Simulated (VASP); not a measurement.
# Al8Cu3 in VASP: notebook

The runs below take Al8Cu3 through single point, with PBE.

All numbers are computed with VASP 6.6.1; they aren't measurements. Logs are shortened: lines on timing, memory, paths and dates and some standing lists are left out, and cuts for length are marked.

## (1) The cell of the first run

The cell holds a slab with vacuum, 11 atoms: a = 4.089 Å, b = 4.089 Å, c = 33.686 Å, α = 90.00°, β = 90.00°, γ = 60.00°.

## (2) Single point, PBE

INCAR

```
SYSTEM = Al8Cu3
ALGO = Normal
DIPOL = 0.5 0.5 0.500
EDIFF = 1E-6
ENCUT = 520
GGA = PE
IDIPOL = 3
ISIF = 2
ISMEAR = 0
LASPH = .TRUE.
LCHARG = .TRUE.
LDIPOL = .TRUE.
LELF = .TRUE.
LREAL = .FALSE.
LVACPOTAV = .TRUE.
LVHAR = .TRUE.
LWAVE = .FALSE.
NBANDS = 40
NELM = 100
PREC = Accurate
SIGMA = 0.1
```

KPOINTS

```
k-points
0
G
  9 9 1
  0 0 0
```

POSCAR

```
Al8Cu3
1.0
    4.0890373098      0.0000000000      0.0000000000
    2.0442999082      3.5413364718      0.0000000000
    0.0000000000      0.0000000000     33.6856057520
Al Cu
8 3
Direct
    0.0000356652      0.0000356652      0.3265489741
    0.6667261087      0.6667261087      0.3761064101
    0.3334165521      0.3334165521      0.4256638460
    0.0001069956      0.0001069956      0.4752212820
    0.6667974391      0.6667974391      0.5247787180
    0.3334878826      0.3334878826      0.5743361540
    0.0001783260      0.0001783260      0.6238935899
    0.6668687695      0.6668687695      0.6734510259
    0.0000713304      0.0000713304      0.4008851281
    0.3334522174      0.3334522174      0.5000000000
    0.6668331043      0.6668331043      0.5991148719
```

Potentials or basis: VASP PAW PBE potentials, release 64 (Al, Cu).

Command:

```console
$ cat potpaw_PBE.64/Al/POTCAR potpaw_PBE.64/Cu/POTCAR > POTCAR
$ mpirun -np 1 vasp_std > vasp.out
```

OUTCAR:

```text
SYSTEM = Al8Cu3
   EDIFF = 1E-6
   ENCUT = 520
   GGA = PE
   ISIF = 2
   ISMEAR = 0
   LASPH = .TRUE.
   LREAL = .FALSE.
   NELM = 100
   PREC = Accurate

 ion  position               nearest neighbor table
   1  0.000  0.000  0.327-   9 2.50   2 2.89   2 2.89   2 2.89
   2  0.667  0.667  0.376-   9 2.50   9 2.50   9 2.50   3 2.89   1 2.89   3 2.89   3 2.89   1 2.89
                             1 2.89
   3  0.333  0.333  0.426-   9 2.50   9 2.50   9 2.50  10 2.50   2 2.89   4 2.89   2 2.89   2 2.89
                             4 2.89   4 2.89
   4  0.000  0.000  0.475-   9 2.50  10 2.50  10 2.50  10 2.50   3 2.89   5 2.89   3 2.89   5 2.89
                             3 2.89   5 2.89
   5  0.667  0.667  0.525-  11 2.50  10 2.50  10 2.50  10 2.50   4 2.89   6 2.89   6 2.89   4 2.89
                             6 2.89   4 2.89
   6  0.333  0.333  0.574-  11 2.50  11 2.50  11 2.50  10 2.50   7 2.89   5 2.89   7 2.89   7 2.89
                             5 2.89   5 2.89
   7  0.000  0.000  0.624-  11 2.50  11 2.50  11 2.50   6 2.89   8 2.89   6 2.89   6 2.89   8 2.89
                             8 2.89
   8  0.667  0.667  0.673-  11 2.50   7 2.89   7 2.89   7 2.89
   9  0.000  0.000  0.401-   4 2.50   3 2.50   3 2.50   3 2.50   2 2.50   2 2.50   2 2.50   1 2.50

  10  0.333  0.333  0.500-   5 2.50   4 2.50   4 2.50   5 2.50   5 2.50   4 2.50   6 2.50   3 2.50

  11  0.667  0.667  0.599-   5 2.50   6 2.50   6 2.50   6 2.50   7 2.50   7 2.50   7 2.50   8 2.50

  LATTYP: Found a base centered orthorhombic cell.
 ALAT       =     4.0892560507
 B/A-ratio  =     1.7319272729
 C/A-ratio  =     8.2375877995

  Lattice vectors:

 A1 = (  -2.0442999082,  -3.5413364718,   0.0000000000)
 A2 = (   4.0890373098,   0.0000000000,   0.0000000000)
 A3 = (   0.0000000000,   0.0000000000,  33.6856057520)

Analysis of symmetry for initial positions (statically):
=====================================================================
 Subroutine PRICEL returns:
 Original cell was already a primitive cell.

 Routine SETGRP: Setting up the symmetry group for a
 base centered orthorhombic supercell.

 Subroutine GETGRP returns: Found  4 space group operations
 (whereof  2 operations were pure point group operations)
 out of a pool of  8 trial point group operations.

The static configuration has the point symmetry C_1h.
 The point group associated with its full space group is C_2h.

Analysis of symmetry for dynamics (positions and initial velocities):
=====================================================================
 Subroutine PRICEL returns:
 Original cell was already a primitive cell.

 Routine SETGRP: Setting up the symmetry group for a
 base centered orthorhombic supercell.

 Subroutine GETGRP returns: Found  4 space group operations
 (whereof  2 operations were pure point group operations)
 out of a pool of  8 trial point group operations.

The dynamic configuration has the point symmetry C_1h.
 The point group associated with its full space group is C_2h.

 Subroutine INISYM returns: Found  4 space group operations
 (whereof  2 operations are pure point group operations),
 and found     1 'primitive' translations

----------------------------------------------------------------------------------------

                                     Primitive cell

  volume of cell :     487.7897

  direct lattice vectors                    reciprocal lattice vectors
     4.089037310  0.000000000  0.000000000     0.244556340 -0.141174528  0.000000000
     2.044299908  3.541336472  0.000000000     0.000000000  0.282379268  0.000000000
     0.000000000  0.000000000 33.685605752     0.000000000  0.000000000  0.029686270

  length of vectors
     4.089037310  4.089037310 33.685605752     0.282379268  0.282379268  0.029686270

  position of ions in fractional coordinates (direct lattice)
     0.000035665  0.000035665  0.326548974
     0.666726109  0.666726109  0.376106410
     0.333416552  0.333416552  0.425663846
     0.000106996  0.000106996  0.475221282
     0.666797439  0.666797439  0.524778718
     0.333487883  0.333487883  0.574336154
     0.000178326  0.000178326  0.623893590
     0.666868769  0.666868769  0.673451026
     0.000071330  0.000071330  0.400885128
     0.333452217  0.333452217  0.500000000
     0.666833104  0.666833104  0.599114872

  ion indices of the primitive-cell ions
   primitive index   ion index
                 1           1
                 2           2
                 3           3
                 4           4
                 5           5
                 6           6
                 7           7
                 8           8
                 9           9
                10          10
                11          11

----------------------------------------------------------------------------------------

 KPOINTS: k-points

Automatic generation of k-mesh.
 Grid dimensions read from file:
 generate k-points for:    9    9    1

 Generating k-lattice:

  Cartesian coordinates                     Fractional coordinates (reciprocal lattice)
     0.027172927 -0.015686059  0.000000000     0.111111111  0.000000000  0.000000000
     0.000000000  0.031375474  0.000000000     0.000000000  0.111111111  0.000000000
     0.000000000  0.000000000  0.029686270     0.000000000  0.000000000  1.000000000

  Length of vectors
     0.031375474  0.031375474  0.029686270

  Shift w.r.t. Gamma in fractional coordinates (k-lattice)
     0.000000000  0.000000000  0.000000000

 Subroutine IBZKPT returns following result:
 ===========================================

 Found     25 irreducible k-points:

 Following reciprocal coordinates:
            Coordinates               Weight
  0.000000  0.000000  0.000000      1.000000
  0.111111  0.000000  0.000000      4.000000
  0.222222  0.000000  0.000000      4.000000
  0.333333  0.000000  0.000000      4.000000
  0.444444  0.000000  0.000000      4.000000
  0.111111  0.111111  0.000000      2.000000
[... 16 lines left out ...]
 -0.333333  0.333333  0.000000      2.000000
  0.444444  0.444444  0.000000      2.000000
   k-points           NKPTS =     25   k-points in BZ     NKDIM =     25   number of bands    NBANDS=     40
   number of dos      NEDOS =    301   number of ions     NIONS =     11
   total plane-waves  NPLWV = 226800
   dimension x,y,z NGX =    30 NGY =   30 NGZ =  252
   dimension x,y,z NGXF=    60 NGYF=   60 NGZF=  504
   ions per type =               8   3
   NGX,Y,Z   is equivalent  to a cutoff of  12.20, 12.20, 12.44 a.u.
   NGXF,Y,Z  is equivalent  to a cutoff of  24.39, 24.39, 24.87 a.u.
 SYSTEM =  Al8Cu3
   PREC   = accura    normal or accurate (medium, high low for compatibility)
   ISTART =      0    job   : 0-new  1-cont  2-samecut
   ICHARG =      2    charge: 1-file 2-atom 10-const
   ISPIN  =      1    spin polarized calculation?
   LNONCOLLINEAR =      F non collinear calculations
   LSORBIT =      F    spin-orbit coupling
   LASPH  =      T    aspherical Exc in radial PAW
   ENCUT  =  520.0 eV  38.22 Ry    6.18 a.u.   7.60  7.60 62.63*2*pi/ulx,y,z
   NELM   =    100;   NELMIN=  2; NELMDL= -5     # of ELM steps
   EDIFF  = 0.1E-05   stopping-criterion for ELM
   LREAL  =      F    real-space projection
[... 7 lines left out ...]
   TEBEG  =    0.0;   TEEND  =   0.0 temperature during run
   PSTRESS=    0.0 pullay stress
   NELECT =      57.0000    total number of electrons
   NUPDOWN=      -1.0000    fix difference up-down
   EMIN   =  10.00;   EMAX   =-10.00  energy-range for DOS
   EFERMI =   0.00;   METHOD = LEGACY
   ISMEAR =     0;   SIGMA  =   0.10  broadening in eV -4-tet -1-fermi 0-gaus
   EFERMI_NEDOS =   21; number of points for ismear=-14 and -15
   IALGO  =     38    algorithm
   IMIX   =      4    mixing-type and parameters
     AMIX     =   0.40;   BMIX     =  1.00
     AMIX_MAG =   1.60;   BMIX_MAG =  1.00
  volume/ion in A,a.u.               =      44.34       299.25
  Fermi-wavevector in a.u.,A,eV,Ry     =   0.800367  1.512473  8.715709  0.640587
  Thomas-Fermi vector in A             =   1.907648
   LORBIT       =      0    0 simple, 1 ext, 2 COOP (PROOUT), +10 PAW based schemes
   GGA     = PE    functional components
   LHFCALC =     F    Hartree Fock is set to
   AEXX    =    0.0000 exact exchange contribution
   IVDW    =     0    specifies the selected vdW correction
   LEPSILON=     F    determine dielectric tensor
   LRPA    =     F    only Hartree local field effects (RPA)
 non-spin polarized calculation
 Gauss-broadening in eV      SIGMA  =   0.10
  energy-cutoff  :      520.00
  volume of cell :      487.79
 maximum number of plane-waves:     13195
   NGX = 15   NGY = 15   NGZ =125

 dipolmoment           0.000000      0.000000      0.000000 electrons x Angstroem

 number of electron      57.0000032 magnetization

 dipolmoment           0.000000      0.000000     -0.000000 electrons x Angstroem

 Free energy of the ion-electron system (eV)
  ---------------------------------------------------
  ext. energy  EPLUGINS =         0.00000000
  ---------------------------------------------------
  free energy    TOTEN  =       -39.61237996 eV

  energy without entropy =      -39.58275596  energy(sigma->0) =      -39.59756796

 E-fermi :  -0.1389     XC(G=0):  -4.5224

 val. band max:       -0.1680116713   @ k =   0.3333   0.3333   0.0000
 cond. band min:      -0.1276542756   @ k =   0.1111   0.0000   0.0000
 fundamental gap:      0.0403573958
 Fermi energy:        -0.1389004311

 k-point     1 :       0.0000    0.0000    0.0000
  band No.  band energies     occupation
      1     -10.0916      2.00000
      2      -9.4474      2.00000
      3      -8.4792      2.00000
      4      -6.7369      2.00000
      5      -5.8750      2.00000
      6      -5.0589      2.00000
[... 32 lines left out ...]
     39       3.7193      0.00000
[... 988 lines left out ...]
     39       3.1215      0.00000
     40       4.0106      0.00000

 [... further k-points ...]

------------------------ aborting loop because EDIFF is reached ----------------------------------------

  FORCE on cell =-STRESS in cart. coord.  units (eV):
  Direction    XX          YY          ZZ          XY          YZ          ZX
  --------------------------------------------------------------------------------------
  -------------------------------------------------------------------------------------
  Total       -1.7762971     -1.7795111      0.0033575      0.0027838     -0.0015630     -0.0027070
  in kB       -5.8343646     -5.8449211      0.0110280      0.0091434     -0.0051339     -0.0088915
  external PRESSURE =      -3.8894192 kB  Pullay stress =       0.0000000 kB

 VOLUME and BASIS-vectors are now :
 -----------------------------------------------------------------------------
  energy-cutoff  :      520.00
  volume of cell :      487.79
      direct lattice vectors                 reciprocal lattice vectors
     4.089037310  0.000000000  0.000000000     0.244556340 -0.141174528  0.000000000
     2.044299908  3.541336472  0.000000000     0.000000000  0.282379268  0.000000000
     0.000000000  0.000000000 33.685605752     0.000000000  0.000000000  0.029686270

 POSITION                                       TOTAL-FORCE (eV/Angst)
 -----------------------------------------------------------------------------------
      0.00022      0.00013     11.00000         0.000234      0.000135      0.169367
      4.08926      2.36110     12.66937        -0.000065     -0.000037     -0.217839
      2.04496      1.18074     14.33874         0.000053      0.000030     -0.249591
      0.00066      0.00038     16.00812         0.000051      0.000029      0.062362
      4.08969      2.36135     17.67749        -0.000051     -0.000029     -0.062362
      2.04539      1.18099     19.34686        -0.000053     -0.000030      0.249591
      0.00109      0.00063     21.01623         0.000065      0.000037      0.217839
      4.09013      2.36161     22.68561        -0.000234     -0.000135     -0.169367
      0.00044      0.00025     13.50406         0.000025      0.000015      0.142951
      2.04517      1.18087     16.84280         0.000000      0.000000     -0.000000
      4.08991      2.36148     20.18155        -0.000025     -0.000015     -0.142951
 -----------------------------------------------------------------------------------
    total drift:                                0.000044      0.000025     -0.000000

  FREE ENERGIE OF THE ION-ELECTRON SYSTEM (eV)
  ---------------------------------------------------
  free  energy   TOTEN  =       -39.6123799604 eV

  energy  without entropy=      -39.5827559646  energy(sigma->0) =      -39.59756796

 vacuum level on the upper side and lower side of the slab         4.267         4.267
```

Run time: 21 min. Hardware: 1 thread of Intel Xeon Platinum 8259CL at 2.50GHz (Skylake/Cascade Lake), shared host; peak memory 0.72 GiB.

Results:

| Quantity | Value |
| --- | --- |
| Free energy | -39.6124 eV |
| Largest force | 0.250 eV/Å |
| Band gap on the k mesh | zero (an odd number of electrons rules out a gap without spin polarisation) |

Forces on the atoms (eV/Å):
```
Al   0.000  0.000  0.169
Al   0.000  0.000 -0.218
Al   0.000  0.000 -0.250
Al   0.000  0.000  0.062
Al   0.000  0.000 -0.062
Al   0.000  0.000  0.250
Al   0.000  0.000  0.218
Al   0.000  0.000 -0.169
Cu   0.000  0.000  0.143
Cu   0.000  0.000  0.000
Cu   0.000  0.000 -0.143
```

## (3) Single point, PBE

This run uses another cell than the first one.

INCAR

```
SYSTEM = Al8Cu3
ALGO = Normal
DIPOL = 0.5 0.5 0.500
EDIFF = 1E-7
ENCUT = 520
GGA = PE
IDIPOL = 3
ISIF = 2
ISMEAR = 0
LASPH = .True.
LCHARG = .False.
LDIPOL = .True.
LREAL = .False.
LWAVE = .False.
NBANDS = 40
NELM = 60
PREC = Accurate
SIGMA = 0.1
```

KPOINTS

```
k-points
0
Gamma
  13 13 1
  0 0 0
```

POSCAR

```
Al8Cu3
1.0
    4.0890373098      0.0000000000      0.0000000000
    2.0442999082      3.5413364718      0.0000000000
    0.0000000000      0.0000000000     26.6856057520
Al Cu
8 3
Direct
    0.0000356652      0.0000356652      0.2810503936
    0.6667261087      0.6667261087      0.3436074240
    0.3334165521      0.3334165521      0.4061644544
    0.0001069956      0.0001069956      0.4687214848
    0.6667974391      0.6667974391      0.5312785152
    0.3334878826      0.3334878826      0.5938355456
    0.0001783260      0.0001783260      0.6563925760
    0.6668687695      0.6668687695      0.7189496064
    0.0000713304      0.0000713304      0.3748859392
    0.3334522174      0.3334522174      0.5000000000
    0.6668331043      0.6668331043      0.6251140608
```

Potentials or basis: VASP PAW PBE potentials, release 64 (Al, Cu).

Command:

```console
$ cat potpaw_PBE.64/Al/POTCAR potpaw_PBE.64/Cu/POTCAR > POTCAR
$ mpirun -np 1 vasp_std > vasp.out
```

It took 32 min on 1 thread of Intel Xeon Platinum 8259CL at 2.50GHz (Skylake/Cascade Lake), shared host; peak memory 0.79 GiB.

The run converged. Its results:

```
Free energy            : -39.6206 eV
Largest force          : 0.229 eV/Å
Band gap on the k mesh : zero (an odd number of electrons rules out a gap without spin polarisation)
```

Forces in eV/Å, atoms in the order of the input:
```
Al   0.000  0.000  0.176
Al   0.000  0.000 -0.201
Al   0.000  0.000 -0.229
Al   0.000  0.000  0.105
Al   0.000  0.000 -0.105
Al   0.000  0.000  0.229
Al   0.000  0.000  0.201
Al   0.000  0.000 -0.176
Cu   0.000  0.000  0.130
Cu   0.000  0.000  0.000
Cu   0.000  0.000 -0.130
```

Levels at points of the mesh, in eV from the Fermi level:
| k point | band 27 | band 28 | band 29 | band 30 | band 31 | band 32 |
| --- | --- | --- | --- | --- | --- | --- |
| (0.00, 0.00, 0.00) | 1.22 | 1.92 | 1.92 | 2.07 | 2.76 | 2.76 |

The gap in the log of VASP goes by the Fermi energy; the results here count the filled bands.